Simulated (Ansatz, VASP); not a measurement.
## Two plane-wave programs on SnTe

```xyz
2
Lattice="0.0000 3.2354 3.0776 3.2354 0.0000 3.0776 3.2354 3.2354 0.0000" Properties=species:S:1:pos:R:3 pbc="T T T"
Sn    0.0000    0.0000    0.0000
Te    3.2354    3.2354    3.0776
```

Change from the starting cell: strain +0.025 along x and y, -0.025 along z, atoms carried along.

Alike in both runs: task single point; functional PBE; k mesh 10 × 10 × 10; occupations gaussian, width 0.03 eV; no spin polarisation.

|  | VASP | Ansatz |
| --- | --- | --- |
| version | VASP 6.6.1 | Ansatz 0.2.0 |
| potentials or method | VASP PAW PBE potentials, release 64 (Sn_d, Te), cutoff 520 eV | scalar-relativistic, plane waves, PAW |
| valence electrons in the cell | 20 | 30 |

```tsv
	VASP	Ansatz	Ansatz less VASP
gap on the k mesh at the Fermi level (eV)	0.13	0.13	-0.001
least direct gap on the mesh (eV)	0.13	0.13	-0.001
pressure (GPa)	1.2	1.2	+0.07
traceless stress, the component that is largest in VASP (GPa)	4.42	4.41	-0.004
```

VASP's potentials hold 20 valence electrons a cell and Ansatz's 30, so a difference there can come from the potentials and not from the codes.

Neither program's run includes spin-orbit coupling.
